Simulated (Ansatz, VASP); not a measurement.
## TlCl in VASP and in Ansatz

```
Tl Cl
1.0
     3.89724    0.00000    0.00000
     0.00000    3.89724    0.00000
     0.00000    0.00000    3.89724
Tl Cl
1 1
Cartesian
  0.0000 0.0000 0.0000
  1.9486 1.9486 1.9486
```

Alike in both runs: functional PBE; k mesh 8 × 8 × 8; occupations gaussian, width 0.02 eV; no spin polarisation.

Ansatz relaxed the structure, and its values are those at the end. VASP's run is a single point on that final structure, the one shown.

|  | VASP | Ansatz |
| --- | --- | --- |
| version | VASP 6.6.1 | Ansatz 0.2.0 |
| potentials or method | VASP PAW PBE potentials, release 64 (Tl_d, Cl), cutoff 500 eV | scalar-relativistic, plane waves, PAW |
| valence electrons in the cell | 20 | 20 |

```csv
,VASP,Ansatz,Ansatz less VASP
gap on the k mesh at the Fermi level (eV),2.20,2.19,-0.007
least direct gap on the mesh (eV),2.20,2.19,-0.007
pressure (GPa),0.0,0.0,+0.06
```

The functional is the same, so the differences come from potentials, cutoffs and numerics.

Spin-orbit coupling is off throughout.
